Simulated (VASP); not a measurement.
Zn2SiN3:

```
CELL_PARAMETERS angstrom
5.42602 0.00000 0.00000
-2.71301 4.69908 0.00000
0.00000 0.00000 2.75626
ATOMIC_POSITIONS crystal
Zn 0.33333 0.66667 0.00000
Zn 0.66667 0.33333 0.00000
Si 0.00000 0.00000 0.00000
N 0.50000 0.00000 0.50000
N 0.00000 0.50000 0.50000
N 0.50000 0.50000 0.50000
```

The cell was generated, and may not be a known phase.

- Program: VASP 6.6.1
- Task: relaxation of cell and atoms
- Functional: PBE
- Potentials or basis: VASP PAW PBE potentials, release 64 (Zn, Si, N)
- Cutoff: 600 eV
- k mesh: 6 × 6 × 6
- Occupations: gaussian, width 0.1 eV
- Spin: no spin polarisation

At the start: pressure 1.5 GPa; volume 11.71 Å³/atom.

**Question.** How do energy, volume and symmetry change on relaxing?

**Answer.** Over 7 steps the energy falls by 14.9 meV/atom and the volume is 11.72 Å³/atom (+0.1 %); space group P6/mmm (No. 191, to 0.1 Å) before and after.

Step by step:
| step | energy change (eV) | largest force (eV/Å) | pressure (GPa) | volume (Å³) |
| --- | --- | --- | --- | --- |
| 1 | 0.0000 | 0.0000 | 1.47 | 70.28 |
| 2 | -0.0321 | 0.0000 | -0.76 | 71.36 |
| 3 | -0.0404 | 0.0000 | -2.95 | 72.51 |
| 4 | -0.0598 | 0.0000 | -2.63 | 72.08 |
| 5 | -0.0798 | 0.0000 | -1.45 | 70.73 |
| 6 | -0.0836 | 0.0000 | -1.82 | 71.19 |
| 7 | -0.0897 | 0.0000 | -0.24 | 70.34 |

Final structure:
```
Zn Si N
1.0
     5.27535    0.00000    0.00000
    -2.63768    4.56859    0.00000
     0.00000    0.00000    2.91844
Zn Si N
2 1 3
Direct
  0.33333 0.66667 0.00000
  0.66667 0.33333 0.00000
  0.00000 0.00000 0.00000
  0.50000 0.00000 0.50000
  0.00000 0.50000 0.50000
  0.50000 0.50000 0.50000
```

Caveat: the k points lie up to 0.36 Å⁻¹ apart in the final cell, too coarse for converged energies and pressures of a metal.
